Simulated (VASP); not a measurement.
Write the native input for VASP 6.6.1 that does the following.

```
Task                   : relaxation of cell and atoms
Functional             : r2SCAN
Potentials or basis    : VASP PAW PBE potentials, release 64 (Sn_d, Te)
Cutoff                 : 600 eV
k mesh                 : 6 × 6 × 6
Occupations            : fermi-dirac, width 0.02 eV
Spin                   : no spin polarisation
Dipole correction      : no
Further INCAR settings : ALGO = Normal; EDIFF = 1e-06; IBRION = 2; EDIFFG = -0.005; NSW = 80; ISIF = 3
```

Crystal: SnTe.

```
Sn Te
1.0
     0.00000    3.20719    3.20719
     3.20719    0.00000    3.20719
     3.20719    3.20719    0.00000
Sn Te
1 1
Cartesian
  0.0000 0.0000 0.0000
  3.2072 3.2072 3.2072
```

One way to write it, as run:

POSCAR

```
SnTe
1.0
    0.0000000000      3.2071857299      3.2071857299
    3.2071857299      0.0000000000      3.2071857299
    3.2071857299      3.2071857299      0.0000000000
Sn Te
1 1
Direct
    0.0000000000      0.0000000000      0.0000000000
    0.5000000000      0.5000000000      0.5000000000
```

INCAR.step1

```
PREC = Accurate ; ENCUT = 600
ISMEAR = -1 ; SIGMA = 0.02
LREAL = F ; LASPH = T
NELM = 100 ; GGA = PE
ALGO = Normal ; EDIFF = 1E-4
LWAVE = T ; LCHARG = F
```

INCAR.step2

```
PREC = Accurate ; ENCUT = 600
EDIFF = 1E-6 ; ISMEAR = -1
SIGMA = 0.02 ; LREAL = F
LASPH = T ; NELM = 100
ALGO = Normal ; ISIF = 3
LWAVE = F ; LCHARG = F
METAGGA = R2SCAN ; LMIXTAU = T
IBRION = 2 ; NSW = 80
EDIFFG = -0.005 ; ISTART = 1
```

KPOINTS

```
regular mesh
0
Gamma
  6 6 6
```

Potentials or basis: VASP PAW PBE potentials, release 64 (Sn_d, Te).

Run with:

```sh
$ cat potpaw_PBE.64/Sn_d/POTCAR potpaw_PBE.64/Te/POTCAR > POTCAR
$ cp INCAR.step1 INCAR
$ mpirun -np 1 vasp_std > vasp.out
$ cp INCAR.step2 INCAR
$ mpirun -np 1 vasp_std > vasp.out
```

Results of the run:

| Property | Result |
| --- | --- |
| Relaxed volume | 32.45 Å³/atom |
| Relaxed cell | a = 4.511 Å, b = 4.511 Å, c = 4.511 Å, α = 60.00°, β = 60.00°, γ = 60.00° |
| Space group after relaxing (to 0.1 Å) | Fm-3m (No. 225) |
| Energy gained by relaxing | 1.2 meV/atom |
| Ionic steps | 3 |
| Pressure after relaxing | 0.0 GPa |
| Band gap on the k mesh | 0.14 eV |

Caveat: semilocal functionals underestimate gaps, and a narrow one can read as zero; the PAW data sets were made with another functional, which shifts forces and pressure a little; spin-orbit coupling is left out, which moves the levels of the heavy elements.

It took 5.2 min on 1 thread of Intel Xeon 8259CL, on a shared host, peak memory 0.24 GiB.
